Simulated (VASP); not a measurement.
Crystal: Mg4Br.

```
Mg Br
1.0
     4.25428    0.00000    0.00000
     0.00000    4.25428    0.00000
     0.00000    0.00000    3.49689
Mg Br
4 1
Direct
  0.81550 0.00000 0.50000
  0.18450 0.00000 0.50000
  0.00000 0.81550 0.50000
  0.00000 0.18450 0.50000
  0.50000 0.50000 0.50000
```

* Program: VASP 6.6.1
* Task: relaxation of cell and atoms
* Functional: PBE
* Potentials or basis: VASP PAW PBE potentials, release 64 (Mg, Br)
* Cutoff: 600 eV
* k mesh: 4 × 4 × 6
* Occupations: gaussian, width 0.1 eV
* Spin: no spin polarisation

At the start: pressure 154.0 GPa; volume 12.66 Å³/atom.

Question: Where does the relaxation end?

Answer: Over 21 steps the energy falls by 16550.8 meV/atom and the volume is 30.47 Å³/atom (+140.7 %); space group P4/mmm (No. 123, to 0.05 Å).

Step by step:
```tsv
step	energy change (eV)	largest force (eV/Å)	pressure (GPa)	volume (Å³)
1	0.0000	47.2361	153.97	63.29
2	-81.5670	0.3170	-2.96	226.66
3	-81.6865	0.2510	-3.03	222.86
4	-81.8072	0.1603	-3.04	218.66
5	-79.0058	6.0185	3.64	176.36
6	-81.9184	0.1502	-2.92	213.35
7	-81.9702	1.0051	-1.67	194.39
8	-82.0928	0.3323	-2.45	201.93
9	-82.0705	0.6061	-2.12	198.35
10	-82.3039	0.5437	-1.66	183.73
11	-82.5491	0.3039	-0.13	158.07
12	-82.5525	0.1950	0.54	152.26
13	-82.5546	0.2362	0.30	154.29
14	-82.6369	0.0142	0.24	152.10
15	-82.7234	0.2149	0.34	148.54
16	-82.1697	0.5421	3.78	140.44
17	-82.7264	0.2658	0.48	147.97
18	-82.7417	0.0722	0.18	150.92
19	-82.7470	0.1321	0.26	149.92
20	-82.7539	0.0419	-0.04	152.01
21	-82.7539	0.0282	-0.13	152.33
```

Final structure:
```
CELL_PARAMETERS angstrom
7.09686 0.00000 0.00000
0.00000 7.09686 0.00000
0.00000 0.00000 3.02459
ATOMIC_POSITIONS crystal
Mg 0.29530 0.00000 0.50000
Mg 0.70469 0.00000 0.50000
Mg 0.00000 0.29530 0.50000
Mg 0.00000 0.70469 0.50000
Br 0.50000 0.50000 0.50000
```

Caveat: the k points lie up to 0.35 Å⁻¹ apart in the final cell; the volume moved by over 15 % at a fixed basis, so the end points are rough; an odd number of electrons without spin polarisation forces a metal; a magnetic or distorted state may lie lower.
